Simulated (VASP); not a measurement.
# Pt (Fm-3m) in VASP: notebook

Runs on Pt. Level: LDA. Tasks: relaxation of cell and atoms, single point.

Everything below comes from runs of VASP 6.6.1. Logs are shortened: lines on timing, memory, paths and dates and some standing lists are left out, and cuts for length are marked.

### Step 1. The cell of the first run

The structure is cubic, space group Fm-3m (No. 225). Conventional cell: a = 3.943 Å, b = 3.943 Å, c = 3.943 Å, α = 90.00°, β = 90.00°, γ = 90.00°. Pt (site symmetry m-3m) has 12 Pt at 2.79 Å within 3.7 Å.

### Step 2. Relaxation of cell and atoms, LDA

File INCAR:

```
PREC = Accurate
ENCUT = 600
EDIFF = 1E-6
ISMEAR = 0
SIGMA = 0.1
LREAL = False
LASPH = True
NELM = 100
ALGO = Fast
ISIF = 3
LWAVE = False
LCHARG = False
GGA = CA
IBRION = 2
NSW = 100
EDIFFG = -0.05
```

File KPOINTS:

```
regular mesh
0
Gamma
  8 8 8
```

File POSCAR:

```
Pt
1.0
    0.0000000000      1.9715751800      1.9715751800
    1.9715751800      0.0000000000      1.9715751800
    1.9715751800      1.9715751800      0.0000000000
Pt
1
Direct
    0.0000000000      0.0000000000      0.0000000000
```

Potentials or basis: VASP PAW LDA potentials, release 64 (Pt).

Started as:

```console
$ cat potpaw_LDA.64/Pt/POTCAR > POTCAR
$ mpirun -np 1 vasp_std > vasp.out
```

OUTCAR:

```text
PREC = Accurate
   ENCUT = 600
   EDIFF = 1E-6
   ISMEAR = 0
   LREAL = False
   LASPH = True
   NELM = 100
   ISIF = 3
   GGA = CA
   IBRION = 2
   NSW = 100
   EDIFFG = -0.05

 ion  position               nearest neighbor table
   1  0.000  0.000  0.000-

  LATTYP: Found a face centered cubic cell.
 ALAT       =     3.9431503600

  Lattice vectors:

 A1 = (   0.0000000000,   1.9715751800,   1.9715751800)
 A2 = (   1.9715751800,   0.0000000000,   1.9715751800)
 A3 = (   1.9715751800,   1.9715751800,   0.0000000000)

Analysis of symmetry for initial positions (statically):
=====================================================================
 Subroutine PRICEL returns:
 Original cell was already a primitive cell.

 Routine SETGRP: Setting up the symmetry group for a
 face centered cubic supercell.

 Subroutine GETGRP returns: Found 48 space group operations
 (whereof 48 operations were pure point group operations)
 out of a pool of 48 trial point group operations.

The static configuration has the point symmetry O_h .

Analysis of symmetry for dynamics (positions and initial velocities):
=====================================================================
 Subroutine PRICEL returns:
 Original cell was already a primitive cell.

 Routine SETGRP: Setting up the symmetry group for a
 face centered cubic supercell.

 Subroutine GETGRP returns: Found 48 space group operations
 (whereof 48 operations were pure point group operations)
 out of a pool of 48 trial point group operations.

The dynamic configuration has the point symmetry O_h .

 Subroutine INISYM returns: Found 48 space group operations
 (whereof 48 operations are pure point group operations),
 and found     1 'primitive' translations

----------------------------------------------------------------------------------------

                                     Primitive cell

  volume of cell :      15.3275

  direct lattice vectors                    reciprocal lattice vectors
     0.000000000  1.971575180  1.971575180    -0.253604329  0.253604329  0.253604329
     1.971575180  0.000000000  1.971575180     0.253604329 -0.253604329  0.253604329
     1.971575180  1.971575180  0.000000000     0.253604329  0.253604329 -0.253604329

  length of vectors
     2.788228359  2.788228359  2.788228359     0.439255582  0.439255582  0.439255582

  position of ions in fractional coordinates (direct lattice)
     0.000000000  0.000000000  0.000000000

[... 92 lines left out ...]
   IALGO  =     68    algorithm
   IMIX   =      4    mixing-type and parameters
     AMIX     =   0.40;   BMIX     =  1.00
     AMIX_MAG =   1.60;   BMIX_MAG =  1.00
  volume/ion in A,a.u.               =      15.33       103.43
  Fermi-wavevector in a.u.,A,eV,Ry     =   1.419880  2.683183 27.430132  2.016058
  Thomas-Fermi vector in A             =   2.540854
   LORBIT       =      0    0 simple, 1 ext, 2 COOP (PROOUT), +10 PAW based schemes
   GGA     = CA    functional components
   LHFCALC =     F    Hartree Fock is set to
   AEXX    =    0.0000 exact exchange contribution
   IVDW    =     0    specifies the selected vdW correction
   LEPSILON=     F    determine dielectric tensor
   LRPA    =     F    only Hartree local field effects (RPA)
 conjugate gradient relaxation of ions
 non-spin polarized calculation
 RMM-DIIS sequential band-by-band and
 Gauss-broadening in eV      SIGMA  =   0.10
  energy-cutoff  :      600.00
  volume of cell :       15.33
 maximum number of plane-waves:       531
 NGX is ok and might be reduce to    24
   NGX = 11   NGY = 11   NGZ = 11

--------------------------------------- Ionic step        1  -------------------------------------------

 number of electron      10.0000001 magnetization

 Free energy of the ion-electron system (eV)
  ---------------------------------------------------
  ext. energy  EPLUGINS =         0.00000000
  ---------------------------------------------------
  free energy    TOTEN  =        -7.47926703 eV

  energy without entropy =       -7.47000533  energy(sigma->0) =       -7.47463618

------------------------ aborting loop because EDIFF is reached ----------------------------------------

  FORCE on cell =-STRESS in cart. coord.  units (eV):
  Direction    XX          YY          ZZ          XY          YZ          ZX
  --------------------------------------------------------------------------------------
  -------------------------------------------------------------------------------------
  Total       -0.9928929     -0.9928929     -0.9928929      0.0000000     -0.0000000      0.0000000
  in kB     -103.7870054   -103.7870054   -103.7870054      0.0000000     -0.0000000      0.0000000
  external PRESSURE =    -103.7870054 kB  Pullay stress =       0.0000000 kB
[... 92 lines left out ...]
--------------------------------------- Ionic step        4  -------------------------------------------

 number of electron       9.9999999 magnetization

 Free energy of the ion-electron system (eV)
  ---------------------------------------------------
  ext. energy  EPLUGINS =         0.00000000
  ---------------------------------------------------
  free energy    TOTEN  =        -7.49811033 eV

  energy without entropy =       -7.48944883  energy(sigma->0) =       -7.49377958

 E-fermi :  11.4820     XC(G=0): -13.8124

 val. band max:       11.3258649802   @ k =  -0.3750   0.3750   0.0000
 cond. band min:      11.4831274261   @ k =  -0.2500   0.1250   0.0000
 fundamental gap:      0.1572624459
 Fermi energy:        11.4820055488

 k-point     1 :       0.0000    0.0000    0.0000
  band No.  band energies     occupation
      1       1.0686      2.00000
      2       7.5711      2.00000
      3       7.5711      2.00000
      4       7.5711      2.00000
      5       9.8326      2.00000
      6       9.8326      2.00000
      7      26.1126      0.00000
      8      31.1488      0.00000
      9      31.1488      0.00000
[... 265 lines left out ...]
 k-point    24 :      -0.3750    0.2500    0.1250
  band No.  band energies     occupation
      1       5.2645      2.00000
      2       6.5229      2.00000
      3       7.9396      2.00000
      4       8.7248      2.00000
      5      11.3129      1.98320
      6      16.0204      0.00000
      7      17.1538      0.00000
      8      26.4399      0.00000
      9      26.7511      0.00000

 [... further k-points ...]

------------------------ aborting loop because EDIFF is reached ----------------------------------------

  FORCE on cell =-STRESS in cart. coord.  units (eV):
  Direction    XX          YY          ZZ          XY          YZ          ZX
  --------------------------------------------------------------------------------------
  -------------------------------------------------------------------------------------
  Total       -0.0055723     -0.0055723     -0.0055723      0.0000000      0.0000000      0.0000000
  in kB       -0.6043223     -0.6043223     -0.6043223      0.0000000      0.0000000      0.0000000
  external PRESSURE =      -0.6043223 kB  Pullay stress =       0.0000000 kB
[... 16 lines left out ...]
  FREE ENERGIE OF THE ION-ELECTRON SYSTEM (eV)
  ---------------------------------------------------
  free  energy   TOTEN  =        -7.4981103267 eV

  energy  without entropy=       -7.4894488286  energy(sigma->0) =       -7.49377958

 reached required accuracy - stopping structural energy minimisation
```

CONTCAR:

```text
Pt
   1.00000000000000
     0.0000000000000000    1.9475189740802070    1.9475189740802070
     1.9475189740802070   -0.0000000000000000    1.9475189740802070
     1.9475189740802070    1.9475189740802070    0.0000000000000000
  Pt
     1
Direct
     0.0000000000000000    0.0000000000000000    1.0000000000000000

  0.00000000E+00  0.00000000E+00  0.00000000E+00
```

Wall time 29 s (1 thread of Intel Xeon 8259CL, shared host); peak memory 0.14 GiB.

Results:

```
Free energy                           : -7.4981 eV
Relaxed volume                        : 14.77 Å³/atom
Relaxed cell                          : a = 2.754 Å, b = 2.754 Å, c = 2.754 Å, α = 60.00°, β = 60.00°, γ = 60.00°
Space group after relaxing (to 0.1 Å) : Fm-3m (No. 225)
Energy gained by relaxing             : 18.8 meV/atom
Ionic steps                           : 4
Pressure after relaxing               : -0.1 GPa
Band gap on the k mesh                : zero (bands 5 and 6 overlap by 2.30 eV)
```

Step by step:
| step | energy change (eV) | largest force (eV/Å) | pressure (GPa) | volume (Å³) |
| --- | --- | --- | --- | --- |
| 1 | 0.0000 | 0.0000 | -10.38 | 15.33 |
| 2 | 0.1774 | 0.0000 | 45.49 | 13.23 |
| 3 | -0.0188 | 0.0000 | -0.63 | 14.80 |
| 4 | -0.0188 | 0.0000 | -0.06 | 14.77 |

Final structure:
```cif
data_structure
_symmetry_space_group_name_H-M 'P 1'
_symmetry_Int_Tables_number 1
_cell_length_a 2.7542
_cell_length_b 2.7542
_cell_length_c 2.7542
_cell_angle_alpha 60.000
_cell_angle_beta 60.000
_cell_angle_gamma 60.000
_cell_volume 14.77
loop_
_atom_site_label
_atom_site_type_symbol
_atom_site_fract_x
_atom_site_fract_y
_atom_site_fract_z
_atom_site_occupancy
Pt1 Pt 0.00000 0.00000 0.00000 1
```

Levels at points of the mesh, in eV from the Fermi level:
| k point | band 3 | band 4 | band 5 | band 6 | band 7 | band 8 |
| --- | --- | --- | --- | --- | --- | --- |
| (0.00, 0.00, 0.00) | -3.91 | -3.91 | -1.65 | -1.65 | 14.63 | 19.67 |
| (0.50, 0.00, 0.00) | -3.97 | -0.50 | 0.08 | 0.08 | 6.03 | 14.21 |
| (0.50, 0.50, 0.00) | 0.06 | 0.54 | 0.54 | 1.79 | 9.14 | 11.47 |

Caveat: spin-orbit coupling is left out, which moves the levels of the heavy elements.

### Step 3. Single point, LDA

This run uses another cell than the first one, of 14.76 Å³/atom.

File INCAR:

```
  PREC = Accurate
  ENCUT = 520
  EDIFF = 1E-6
  ISMEAR = 0
  SIGMA = 0.1
  LREAL = False
  LASPH = True
  NELM = 80
  ALGO = Fast
  ISIF = 2
  LWAVE = False
  LCHARG = False
  NBANDS = 11
```

File KPOINTS:

```
Automatic mesh
0
Gamma
  16 16 16
```

File POSCAR:

```
Pt
1.0
    0.0000000000      1.9467426965      1.9467426965
    1.9467426965      0.0000000000      1.9467426965
    1.9467426965      1.9467426965      0.0000000000
Pt
1
Direct
    0.0000000000      0.0000000000      0.0000000000
```

Potentials or basis: VASP PAW LDA potentials, release 64 (Pt).

Started as:

```console
$ cat potpaw_LDA.64/Pt/POTCAR > POTCAR
$ mpirun -np 1 vasp_std > vasp.out
```

OUTCAR:

```text
PREC = Accurate
   ENCUT = 520
   EDIFF = 1E-6
   ISMEAR = 0
   LREAL = False
   LASPH = True
   NELM = 80
   ISIF = 2

 ion  position               nearest neighbor table
   1  0.000  0.000  0.000-

  LATTYP: Found a face centered cubic cell.
 ALAT       =     3.8934853930

  Lattice vectors:

 A1 = (   0.0000000000,   1.9467426965,   1.9467426965)
 A2 = (   1.9467426965,   0.0000000000,   1.9467426965)
 A3 = (   1.9467426965,   1.9467426965,   0.0000000000)

Analysis of symmetry for initial positions (statically):
=====================================================================
 Subroutine PRICEL returns:
 Original cell was already a primitive cell.

 Routine SETGRP: Setting up the symmetry group for a
 face centered cubic supercell.

 Subroutine GETGRP returns: Found 48 space group operations
 (whereof 48 operations were pure point group operations)
 out of a pool of 48 trial point group operations.

The static configuration has the point symmetry O_h .

Analysis of symmetry for dynamics (positions and initial velocities):
=====================================================================
 Subroutine PRICEL returns:
 Original cell was already a primitive cell.

 Routine SETGRP: Setting up the symmetry group for a
 face centered cubic supercell.

 Subroutine GETGRP returns: Found 48 space group operations
 (whereof 48 operations were pure point group operations)
 out of a pool of 48 trial point group operations.

The dynamic configuration has the point symmetry O_h .

 Subroutine INISYM returns: Found 48 space group operations
 (whereof 48 operations are pure point group operations),
 and found     1 'primitive' translations

----------------------------------------------------------------------------------------

                                     Primitive cell

  volume of cell :      14.7556

  direct lattice vectors                    reciprocal lattice vectors
[... 110 lines left out ...]
   GGA     = CA    functional components
   LHFCALC =     F    Hartree Fock is set to
   AEXX    =    0.0000 exact exchange contribution
   IVDW    =     0    specifies the selected vdW correction
   LEPSILON=     F    determine dielectric tensor
   LRPA    =     F    only Hartree local field effects (RPA)
 non-spin polarized calculation
 RMM-DIIS sequential band-by-band and
 Gauss-broadening in eV      SIGMA  =   0.10
  energy-cutoff  :      520.00
  volume of cell :       14.76
 maximum number of plane-waves:       415
   NGX = 11   NGY = 11   NGZ = 11

 number of electron      10.0000000 magnetization

 Free energy of the ion-electron system (eV)
  ---------------------------------------------------
  ext. energy  EPLUGINS =         0.00000000
  ---------------------------------------------------
  free energy    TOTEN  =        -7.50885892 eV

  energy without entropy =       -7.49817785  energy(sigma->0) =       -7.50351839

 E-fermi :  11.5486     XC(G=0): -13.8149

 val. band max:       11.5389262305   @ k =  -0.4375   0.1250   0.0625
 cond. band min:      11.5683088951   @ k =  -0.4375   0.3125   0.0000
 fundamental gap:      0.0293826646
 Fermi energy:        11.5485563902

 k-point     1 :       0.0000    0.0000    0.0000
  band No.  band energies     occupation
      1       1.0768      2.00000
      2       7.6095      2.00000
      3       7.6095      2.00000
      4       7.6095      2.00000
      5       9.8821      2.00000
      6       9.8821      2.00000
      7      26.1262      0.00000
      8      31.1727      0.00000
      9      31.1727      0.00000
     10      31.1727      0.00000
     11      36.7074      0.00000
[... 309 lines left out ...]
 k-point    24 :      -0.0625    0.0625    0.0000
  band No.  band energies     occupation
      1       1.5006      2.00000
      2       7.4009      2.00000
      3       7.7645      2.00000
      4       7.8111      2.00000
      5       9.6789      2.00000
      6       9.9088      2.00000
      7      26.7867      0.00000
      8      29.5988      0.00000
      9      31.2729      0.00000
     10      32.0993      0.00000
     11      38.4791      0.00000

 [... further k-points ...]

------------------------ aborting loop because EDIFF is reached ----------------------------------------

  FORCE on cell =-STRESS in cart. coord.  units (eV):
  Direction    XX          YY          ZZ          XY          YZ          ZX
  --------------------------------------------------------------------------------------
  -------------------------------------------------------------------------------------
  Total        0.0765348      0.0765348      0.0765348      0.0000000      0.0000000      0.0000000
  in kB        8.3102454      8.3102454      8.3102454      0.0000000      0.0000000      0.0000000
  external PRESSURE =       8.3102454 kB  Pullay stress =       0.0000000 kB

 VOLUME and BASIS-vectors are now :
 -----------------------------------------------------------------------------
  energy-cutoff  :      520.00
  volume of cell :       14.76
      direct lattice vectors                 reciprocal lattice vectors
     0.000000000  1.946742697  1.946742697    -0.256839284  0.256839284  0.256839284
     1.946742697  0.000000000  1.946742697     0.256839284 -0.256839284  0.256839284
     1.946742697  1.946742697  0.000000000     0.256839284  0.256839284 -0.256839284

 POSITION                                       TOTAL-FORCE (eV/Angst)
 -----------------------------------------------------------------------------------
      0.00000      0.00000      0.00000         0.000000      0.000000      0.000000
 -----------------------------------------------------------------------------------
    total drift:                                0.000000     -0.000000     -0.000000

  FREE ENERGIE OF THE ION-ELECTRON SYSTEM (eV)
  ---------------------------------------------------
  free  energy   TOTEN  =        -7.5088589188 eV

  energy  without entropy=       -7.4981778549  energy(sigma->0) =       -7.50351839
```

OSZICAR:

```text
N       E                     dE             d eps       ncg     rms          rms(c)
DAV:   1     0.391743817413E+02    0.39174E+02   -0.53370E+03  3246   0.847E+02
DAV:   2    -0.732261540776E+01   -0.46497E+02   -0.44712E+02  3603   0.179E+02
DAV:   3    -0.794339576979E+01   -0.62078E+00   -0.61461E+00  3748   0.197E+01
DAV:   4    -0.794570985434E+01   -0.23141E-02   -0.23139E-02  3669   0.140E+00
DAV:   5    -0.794572743503E+01   -0.17581E-04   -0.17581E-04  3768   0.112E-01    0.141E+01
RMM:   6    -0.755886270803E+01    0.38686E+00   -0.37534E-01  3200   0.515E+00    0.727E+00
RMM:   7    -0.751343722004E+01    0.45425E-01   -0.69921E-02  3360   0.236E+00    0.260E+00
RMM:   8    -0.750903097935E+01    0.44062E-02   -0.81753E-03  3393   0.839E-01    0.569E-01
RMM:   9    -0.750884784141E+01    0.18314E-03   -0.81485E-04  3666   0.243E-01    0.803E-02
RMM:  10    -0.750886166026E+01   -0.13819E-04   -0.13222E-04  3680   0.875E-02    0.878E-02
RMM:  11    -0.750887032378E+01   -0.86635E-05   -0.30774E-05  3640   0.405E-02    0.431E-02
RMM:  12    -0.750885872197E+01    0.11602E-04   -0.22350E-05  3429   0.388E-02    0.441E-03
RMM:  13    -0.750885891879E+01   -0.19682E-06   -0.22784E-06  2843   0.995E-03
   1 F= -.75088589E+01 E0= -.75035184E+01  d E =-.106811E-01
```

Run time: 37 s. Hardware: 1 thread of Intel Xeon 8259CL, shared host; peak memory 0.13 GiB.

What came out:

| Quantity | Value |
| --- | --- |
| Free energy | -7.5089 eV |
| Pressure | 0.8 GPa |
| Band gap on the k mesh | zero (bands 5 and 6 overlap by 2.31 eV) |

Caveat: spin-orbit coupling is left out, which moves the levels of the heavy elements.
